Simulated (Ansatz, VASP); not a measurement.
## One calculation of Sn, two programs

```
CELL_PARAMETERS angstrom
-2.96880 2.96880 1.61231
2.96880 -2.96880 1.61231
2.96880 2.96880 -1.61231
ATOMIC_POSITIONS crystal
Sn 0.00000 0.00000 0.00000
Sn 0.75000 0.25000 0.50000
```

Alike in both runs: functional PBE; k mesh 18 × 18 × 18; occupations gaussian, width 0.2 eV; no spin polarisation.

Ansatz relaxed the structure, and its values are those at the end. VASP's run is a single point on that final structure, the one shown.

|  | VASP | Ansatz |
| --- | --- | --- |
| version | VASP 6.6.1 | Ansatz 0.2.0 |
| potentials or method | VASP PAW PBE potentials, release 64 (Sn_d) | scalar-relativistic, plane waves, PAW |
| plane-wave cutoff (eV) | 520 | 420 |
| valence electrons in the cell | 28 | 28 |

```csv
,VASP,Ansatz,Ansatz less VASP
gap on the k mesh at the Fermi level (eV),none,none,-
pressure (GPa),-0.1,0.0,+0.05
```

A gap of «none» marks a metal or a gap that the smearing closes.
